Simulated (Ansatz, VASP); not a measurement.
## Two plane-wave programs on ScAl

File INCAR:

```
ALGO     = Normal         # electronic algorithm
EDIFF    = 1E-6           # SCF threshold, eV
EDIFFG   = -0.01          # ionic threshold
ENCUT    = 600            # plane-wave cutoff, eV
IBRION   = 2              # ionic algorithm
ISIF     = 3              # what is computed and relaxed
ISMEAR   = 0              # smearing method
LASPH    = True           # aspherical terms in the spheres
LCHARG   = False          # write CHGCAR
LREAL    = False          # projectors in reciprocal space
LWAVE    = False          # write WAVECAR
NELM     = 80             # most SCF steps
NSW      = 80             # ionic steps
PREC     = Accurate       # precision mode
SIGMA    = 0.1            # smearing width, eV
```

File KPOINTS:

```
k-points
0
Gamma
  12 12 12
```

POSCAR

```
ScAl
1.0
    3.3703489700      0.0000000000      0.0000000000
    0.0000000000      3.3703489700      0.0000000000
    0.0000000000      0.0000000000      3.3703489700
Sc Al
1 1
Direct
    0.5000000000      0.5000000000      0.5000000000
    0.0000000000      0.0000000000      0.0000000000
```

Input for Ansatz:

```yaml
crystal:
  lattice:
    - [3.37034897, 0.0, 0.0]
    - [0.0, 3.37034897, 0.0]
    - [0.0, 0.0, 3.37034897]
  atoms:
    - { symbol: Sc, position: [0.5, 0.5, 0.5] }
    - { symbol: Al, position: [0.0, 0.0, 0.0] }
basis:
  ecutwfc: 420
kpoints:
  mp_grid: { grid: [12, 12, 12] }
hamiltonian:
  xc: lda
scf:
  occupations: { method: gaussian, width: 0.1 }
output:
  forces: true
  stress: true
  eigenvalues: true
relax:
  adjacent_minimum: "off"
  f_tol: 0.01
  max_steps: 60
  cell: { stress_tol: 0.05 }
```

Alike in both runs: task relaxation of cell and atoms; functional LDA; k mesh 12 × 12 × 12; occupations gaussian, width 0.1 eV; no spin polarisation.

|  | VASP | Ansatz |
| --- | --- | --- |
| version | VASP 6.6.1 | Ansatz 0.2.0 |
| potentials or method | VASP PAW LDA potentials, release 64 (Sc_sv, Al), cutoff 600 eV | scalar-relativistic, plane waves, PAW |
| valence electrons in the cell | 14 | 14 |

|  | VASP | Ansatz | Ansatz less VASP |
| --- | --- | --- | --- |
| gap on the k mesh at the Fermi level, each at its own relaxed structure (eV) | none | none | - |
| relaxed volume (Å³/atom) | 18.13 | 18.09 | -0.039 |
| relaxed cell length with the largest relative difference (Å) | 3.310 | 3.308 | -0.0024 |

LDA's correlation is that of Perdew and Zunger in VASP and of Perdew and Wang (1992) in Ansatz. A gap of «none» marks a metal or a gap that the smearing closes.
